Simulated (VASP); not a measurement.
# C (a cell with a defect) in VASP: single point with PBE+D3(BJ)

Aim: the single point of C (a cell with a defect) with PBE+D3(BJ).

Everything below comes from runs of VASP 6.6.1. Logs are shortened: lines on timing, memory, paths and dates and some standing lists are left out, and cuts for length are marked.

## 1. The cell of the first run

The cell holds a defect, 33 atoms: a = 6.613 Å, b = 6.619 Å, c = 6.619 Å, α = 96.28°, β = 96.34°, γ = 96.34°.

## 2. Single point, PBE+D3(BJ)

File INCAR:

```
SYSTEM = C
ALGO = Normal
EDIFF = 1E-6
ENCUT = 520
GGA = PE
ISIF = 2
ISMEAR = 0
IVDW = 12
LASPH = .TRUE.
LCHARG = .TRUE.
LELF = .TRUE.
LREAL = Auto
LVHAR = .TRUE.
LWAVE = .FALSE.
NBANDS = 88
NELM = 100
PREC = Accurate
SIGMA = 0.02
```

File KPOINTS:

```
Automatic mesh
0
Gamma
  2 2 2
  0.5 0.5 0.5
```

File POSCAR:

```
C
1.0
    5.6709571532      0.0000000000     -3.4026574365
   -2.8677434801     -4.9298468452     -3.3594911937
   -2.8677434801      4.9298468452     -3.3594911937
C
33
Direct
    0.4164587032      0.0419183665      0.5415154285
    0.6562946124      0.7824885142      0.5301350357
    0.9075186807      0.5313328462      0.5301733781
    0.4160139283      0.2910325443      0.2902450959
    0.1669376429      0.2914504695      0.5415257840
    0.6699343194      0.0444849533      0.2943395712
    0.9234805400      0.7984795440      0.3015245519
    0.4126157601      0.5373572420      0.0378881758
    0.1695089091      0.5449759985      0.2943740957
    0.6623684599      0.2876164584      0.0378876050
    0.9290827302      0.0559319753      0.0554124866
    0.4136294955      0.7894333601      0.7890495753
    0.1810072628      0.8040613278      0.0554421281
    0.6495589993      0.5246043554      0.7775592725
    0.9144215592      0.2886625275      0.7890592086
    0.1794336156      0.0544199955      0.8018819585
    0.5804910607      0.9550239640      0.4556258940
    0.8265194851      0.7015203256      0.4484753449
    0.0800657302      0.4555149820      0.4556604226
    0.5830624068      0.2085494657      0.2084742098
    0.3339860047      0.2089674500      0.4597549570
    0.8424812278      0.9686670825      0.2198265777
    0.0937053573      0.7175114484      0.2198649540
    0.5705664708      0.4455798766      0.9481180036
    0.3335413465      0.4580815687      0.2084845653
    0.8355785654      0.2113374092      0.9609408180
    0.1004410071      0.9753956455      0.9724405841
    0.5689928065      0.6959387332      0.6945579600
    0.3363703943      0.7105665984      0.9609504417
    0.8209172582      0.4440679260      0.6945874733
    0.0876315898      0.2123834769      0.7121123888
    0.3373842096      0.9626427206      0.7121118139
    0.8749996810      0.7500001818      0.8750000083
```

Potentials or basis: VASP PAW PBE potentials, release 64 (C).

Started as:

```console
> cat potpaw_PBE.64/C/POTCAR > POTCAR
> mpirun -np 1 vasp_std > vasp.out
```

OUTCAR:

```text
SYSTEM = C
   EDIFF = 1E-6
   ENCUT = 520
   GGA = PE
   ISIF = 2
   ISMEAR = 0
   IVDW = 12
   LASPH = .TRUE.
   LREAL = Auto
   NELM = 100
   PREC = Accurate
 IVDW          = 12

 ion  position               nearest neighbor table
   1  0.416  0.042  0.542-  21 1.42  32 1.42  17 1.43
   2  0.656  0.782  0.530-  17 1.41  28 1.43  18 1.43
   3  0.908  0.531  0.530-  19 1.41  30 1.43  18 1.43
   4  0.416  0.291  0.290-  25 1.42  20 1.42  21 1.43
   5  0.167  0.291  0.542-  21 1.42  31 1.42  19 1.43
   6  0.670  0.044  0.294-  22 1.41  20 1.43  17 1.43
   7  0.923  0.798  0.302-  18 1.40  23 1.43  22 1.43
   8  0.413  0.537  0.038-  24 1.42  25 1.42  29 1.42
   9  0.170  0.545  0.294-  23 1.41  25 1.43  19 1.43
  10  0.662  0.288  0.038-  24 1.42  20 1.42  26 1.42
  11  0.929  0.056  0.055-  26 1.42  22 1.43  27 1.44
  12  0.414  0.789  0.789-  32 1.42  28 1.42  29 1.42
  13  0.181  0.804  0.055-  29 1.42  23 1.43  27 1.44
  14  0.650  0.525  0.778-  24 1.42  30 1.44  28 1.44  33 1.99
  15  0.914  0.289  0.789-  31 1.42  30 1.42  26 1.42
  16  0.179  0.054  0.802-  31 1.42  32 1.42  27 1.42
  17  0.580  0.955  0.456-   2 1.41   1 1.43   6 1.43
  18  0.827  0.702  0.448-   7 1.40   2 1.43   3 1.43
  19  0.080  0.456  0.456-   3 1.41   5 1.43   9 1.43
  20  0.583  0.209  0.208-   4 1.42  10 1.42   6 1.43
  21  0.334  0.209  0.460-   1 1.42   5 1.42   4 1.43
  22  0.842  0.969  0.220-   6 1.41  11 1.43   7 1.43
  23  0.094  0.718  0.220-   9 1.41  13 1.43   7 1.43
  24  0.571  0.446  0.948-  10 1.42   8 1.42  14 1.42
  25  0.334  0.458  0.208-   4 1.42   8 1.42   9 1.43
  26  0.836  0.211  0.961-  10 1.42  11 1.42  15 1.42
  27  0.100  0.975  0.972-  16 1.42  11 1.44  13 1.44  33 1.99
  28  0.569  0.696  0.695-  12 1.42   2 1.43  14 1.44
  29  0.336  0.711  0.961-   8 1.42  13 1.42  12 1.42
  30  0.821  0.444  0.695-  15 1.42   3 1.43  14 1.44
  31  0.088  0.212  0.712-  16 1.42   5 1.42  15 1.42
  32  0.337  0.963  0.712-  16 1.42   1 1.42  12 1.42
  33  0.875  0.750  0.875-  14 1.99  27 1.99

  LATTYP: Found a base centered monoclinic cell.
 ALAT       =     8.8340554103
 B/A-ratio  =     1.1161005034
 C/A-ratio  =     0.7486322128
 COS(beta)  =    -0.1654005532

  Lattice vectors:

 A1 = (  -2.8677434801,  -4.9298468452,  -3.3594911937)
 A2 = (  -2.8677434801,   4.9298468452,  -3.3594911937)
 A3 = (   5.6709571532,   0.0000000000,  -3.4026574365)

Analysis of symmetry for initial positions (statically):
=====================================================================
 Subroutine PRICEL returns:
 Original cell was already a primitive cell.

 Routine SETGRP: Setting up the symmetry group for a
 base centered monoclinic supercell.

 Subroutine GETGRP returns: Found  2 space group operations
 (whereof  1 operations were pure point group operations)
 out of a pool of  4 trial point group operations.

The static configuration has the point symmetry C_1 .
 The point group associated with its full space group is S_2 .

Analysis of symmetry for dynamics (positions and initial velocities):
=====================================================================
 Subroutine PRICEL returns:
 Original cell was already a primitive cell.

 Routine SETGRP: Setting up the symmetry group for a
 base centered monoclinic supercell.

 Subroutine GETGRP returns: Found  2 space group operations
 (whereof  1 operations were pure point group operations)
 out of a pool of  4 trial point group operations.

The dynamic configuration has the point symmetry C_1 .
 The point group associated with its full space group is S_2 .

 Subroutine INISYM returns: Found  2 space group operations
 (whereof  1 operations are pure point group operations),
 and found     1 'primitive' translations

----------------------------------------------------------------------------------------

                                     Primitive cell

  volume of cell :     284.0526

  direct lattice vectors                    reciprocal lattice vectors
     5.670957153  0.000000000 -3.402657437     0.116610618  0.000000000 -0.099541663
    -2.867743480 -4.929846845 -3.359491194    -0.059054477 -0.101423029 -0.098421723
    -2.867743480  4.929846845 -3.359491194    -0.059054477  0.101423029 -0.098421723

  length of vectors
     6.613458450  6.619178474  6.619178474     0.153318554  0.153169506  0.153169506

  position of ions in fractional coordinates (direct lattice)
     0.416458703  0.041918366  0.541515428
     0.656294612  0.782488514  0.530135036
     0.907518681  0.531332846  0.530173378
     0.416013928  0.291032544  0.290245096
     0.166937643  0.291450469  0.541525784
     0.669934319  0.044484953  0.294339571
[... 25 lines left out ...]
     0.337384210  0.962642721  0.712111814
     0.874999681  0.750000182  0.875000008

  ion indices of the primitive-cell ions
   primitive index   ion index
                 1           1
                 2           2
                 3           3
                 4           4
                 5           5
                 6           6
[... 25 lines left out ...]
                32          32
                33          33

----------------------------------------------------------------------------------------

 KPOINTS: Automatic mesh

Automatic generation of k-mesh.
 Grid dimensions read from file:
 generate k-points for:    2    2    2

 Generating k-lattice:

  Cartesian coordinates                     Fractional coordinates (reciprocal lattice)
     0.058305309  0.000000000 -0.049770832     0.500000000  0.000000000  0.000000000
    -0.029527238 -0.050711515 -0.049210861     0.000000000  0.500000000  0.000000000
    -0.029527238  0.050711515 -0.049210861     0.000000000  0.000000000  0.500000000

  Length of vectors
     0.076659277  0.076584753  0.076584753

  Shift w.r.t. Gamma in fractional coordinates (k-lattice)
     0.500000000  0.500000000  0.500000000

 Subroutine IBZKPT returns following result:
 ===========================================

 Found      4 irreducible k-points:

 Following reciprocal coordinates:
            Coordinates               Weight
  0.250000  0.250000  0.250000      2.000000
 -0.250000  0.250000  0.250000      2.000000
  0.250000 -0.250000  0.250000      2.000000
 -0.250000 -0.250000  0.250000      2.000000
   k-points           NKPTS =      4   k-points in BZ     NKDIM =      4   number of bands    NBANDS=     88
   number of dos      NEDOS =    301   number of ions     NIONS =     33
   total plane-waves  NPLWV = 125000
   dimension x,y,z NGX =    50 NGY =   50 NGZ =   50
   dimension x,y,z NGXF=   100 NGYF=  100 NGZF=  100
   ions per type =              33
   NGX,Y,Z   is equivalent  to a cutoff of  12.57, 12.56, 12.56 a.u.
   NGXF,Y,Z  is equivalent  to a cutoff of  25.14, 25.12, 25.12 a.u.
 SYSTEM =  C
   PREC   = accura    normal or accurate (medium, high low for compatibility)
   ISTART =      0    job   : 0-new  1-cont  2-samecut
   ICHARG =      2    charge: 1-file 2-atom 10-const
   ISPIN  =      1    spin polarized calculation?
   LNONCOLLINEAR =      F non collinear calculations
   LSORBIT =      F    spin-orbit coupling
   LASPH  =      T    aspherical Exc in radial PAW
   ENCUT  =  520.0 eV  38.22 Ry    6.18 a.u.  12.30 12.31 12.31*2*pi/ulx,y,z
   NELM   =    100;   NELMIN=  2; NELMDL= -5     # of ELM steps
   EDIFF  = 0.1E-05   stopping-criterion for ELM
   LREAL  =      T    real-space projection
   EDIFFG = 0.1E-04   stopping-criterion for IOM
   NSW    =      0    number of steps for IOM
   IBRION =     -1    ionic relax: 0-MD 1-quasi-New 2-CG
   NFREE  =      0    steps in history (QN), initial steepest desc. (CG)
   ISIF   =      2    stress and relaxation
   ISYM   =      2    0-nonsym 1-usesym 2-fastsym
   POTIM  = 0.5000    time-step for ionic-motion
   TEBEG  =    0.0;   TEEND  =   0.0 temperature during run
   PSTRESS=    0.0 pullay stress
   NELECT =     132.0000    total number of electrons
   NUPDOWN=      -1.0000    fix difference up-down
   EMIN   =  10.00;   EMAX   =-10.00  energy-range for DOS
   EFERMI =   0.00;   METHOD = LEGACY
   ISMEAR =     0;   SIGMA  =   0.02  broadening in eV -4-tet -1-fermi 0-gaus
   EFERMI_NEDOS =   21; number of points for ismear=-14 and -15
   IALGO  =     38    algorithm
   IMIX   =      4    mixing-type and parameters
     AMIX     =   0.40;   BMIX     =  1.00
     AMIX_MAG =   1.60;   BMIX_MAG =  1.00
  volume/ion in A,a.u.               =       8.61        58.09
  Fermi-wavevector in a.u.,A,eV,Ry     =   1.268041  2.396249 21.877178  1.607927
  Thomas-Fermi vector in A             =   2.401157
   LORBIT       =      0    0 simple, 1 ext, 2 COOP (PROOUT), +10 PAW based schemes
   GGA     = PE    functional components
   LHFCALC =     F    Hartree Fock is set to
   AEXX    =    0.0000 exact exchange contribution
   IVDW    =    12    specifies the selected vdW correction
   LEPSILON=     F    determine dielectric tensor
   LRPA    =     F    only Hartree local field effects (RPA)
 non-spin polarized calculation
 Gauss-broadening in eV      SIGMA  =   0.02
  energy-cutoff  :      520.00
  volume of cell :      284.05
 maximum number of plane-waves:      7645
 NGX is ok and might be reduce to    50
   NGX = 25   NGY = 25   NGZ = 25

 number of electron     131.9999993 magnetization

 Free energy of the ion-electron system (eV)
  ---------------------------------------------------
  ext. energy  EPLUGINS =         0.00000000
  ---------------------------------------------------
  free energy    TOTEN  =      -295.37588869 eV

  energy without entropy =     -295.37586570  energy(sigma->0) =     -295.37587719

 E-fermi :   5.3114     XC(G=0): -10.5210

 val. band max:        5.2644607832   @ k =   0.2500   0.2500   0.2500
 cond. band min:       5.3582940484   @ k =  -0.2500  -0.2500   0.2500
 fundamental gap:      0.0938332651
 Fermi energy:         5.3113774203

 k-point     1 :       0.2500    0.2500    0.2500
  band No.  band energies     occupation
      1     -14.7061      2.00000
      2     -13.5365      2.00000
      3     -13.2916      2.00000
      4     -13.2784      2.00000
      5     -13.1274      2.00000
      6     -13.0479      2.00000
[... 70 lines left out ...]
     77       9.4592      0.00000
     78      11.5643      0.00000
[... 241 lines left out ...]
     77       9.8822      0.00000
     78       9.8900      0.00000
 [bands above 78 left out]

------------------------ aborting loop because EDIFF is reached ----------------------------------------

 Edisp (eV)   -5.19046

 E8    (eV) :    -1.4735

  FORCE on cell =-STRESS in cart. coord.  units (eV):
  Direction    XX          YY          ZZ          XY          YZ          ZX
  --------------------------------------------------------------------------------------
  -------------------------------------------------------------------------------------
  Total       2.58118     6.54494     4.44015    -3.45114    -0.45041     0.27172
  in kB      14.55896    36.91626    25.04435   -19.46591    -2.54052     1.53263
  external pressure =       25.51 kB  Pullay stress =        0.00 kB

 VOLUME and BASIS-vectors are now :
 -----------------------------------------------------------------------------
  energy-cutoff  :      520.00
  volume of cell :      284.05
      direct lattice vectors                 reciprocal lattice vectors
     5.670957153  0.000000000 -3.402657437     0.116610618  0.000000000 -0.099541663
    -2.867743480 -4.929846845 -3.359491194    -0.059054477 -0.101423029 -0.098421723
    -2.867743480  4.929846845 -3.359491194    -0.059054477  0.101423029 -0.098421723

 POSITION                                       TOTAL-FORCE (eV/Angst)
 -----------------------------------------------------------------------------------
      0.68858      2.46294     -3.37711         0.001021     -0.000382     -0.001439
     -0.04245     -1.24406     -6.64289        -0.002582     -0.003620     -0.001214
      2.10237     -0.00572     -6.65410        -0.005297      0.003032      0.005089
      0.69224     -0.00388     -3.36835         0.001897      0.002552      0.002023
     -1.44207      1.23283     -3.36641        -0.000892      0.001510     -0.002444
      2.82751      1.23174     -3.41784        -0.000348     -0.000316     -0.002924
[... 25 lines left out ...]
     -2.88948     -1.23508     -6.77433        -0.006482     -0.001637     -0.003424
      0.30200      0.61623     -8.43650        -0.000000     -0.000000     -0.000000
 -----------------------------------------------------------------------------------
    total drift:                                0.001151      0.000684      0.002682

  FREE ENERGIE OF THE ION-ELECTRON SYSTEM (eV)
  ---------------------------------------------------
  free  energy   TOTEN  =      -300.5663453805 eV

  energy  without entropy=     -300.5663223907  energy(sigma->0) =     -300.56633389
```

Run time: 3.6 min. Hardware: 1 thread of Intel Xeon Platinum 8259CL at 2.50GHz (Skylake/Cascade Lake), shared host; peak memory 0.35 GiB.

Results:

```
Free energy                : -300.5663 eV
Pressure                   : 2.6 GPa
Largest force              : 0.008 eV/Å
Band gap on the k mesh     : 0.09 eV
Dispersion energy per atom : -0.157 eV
```

Forces in eV/Å, atoms in the order of the input:
```
C    0.001  0.000 -0.001
C   -0.003 -0.004 -0.001
C   -0.005  0.003  0.005
C    0.002  0.003  0.002
C   -0.001  0.002 -0.002
C    0.000  0.000 -0.003
C   -0.002  0.006 -0.002
C    0.006  0.002  0.003
C    0.004  0.006 -0.002
C    0.002 -0.002  0.003
C    0.000  0.003 -0.003
C    0.000  0.001 -0.003
C   -0.003  0.002 -0.002
C   -0.001  0.001  0.005
C    0.004  0.002 -0.002
C    0.003  0.003 -0.005
C   -0.004 -0.006  0.002
C    0.002 -0.006  0.002
C    0.000  0.000  0.003
C    0.001 -0.002  0.002
C   -0.002 -0.003 -0.002
C    0.005 -0.003 -0.005
C    0.003  0.004  0.001
C   -0.003 -0.003  0.005
C   -0.001  0.000  0.001
C   -0.004 -0.002  0.002
C    0.001 -0.001 -0.005
C    0.003 -0.002  0.002
C    0.000 -0.001  0.003
C    0.000 -0.003  0.003
C   -0.002  0.002 -0.003
C   -0.006 -0.002 -0.003
C    0.000  0.000  0.000
```

Stress tensor (GPa, compression positive):
```
 1.46 -1.95  0.15
-1.95  3.69 -0.25
 0.15 -0.25  2.50
```
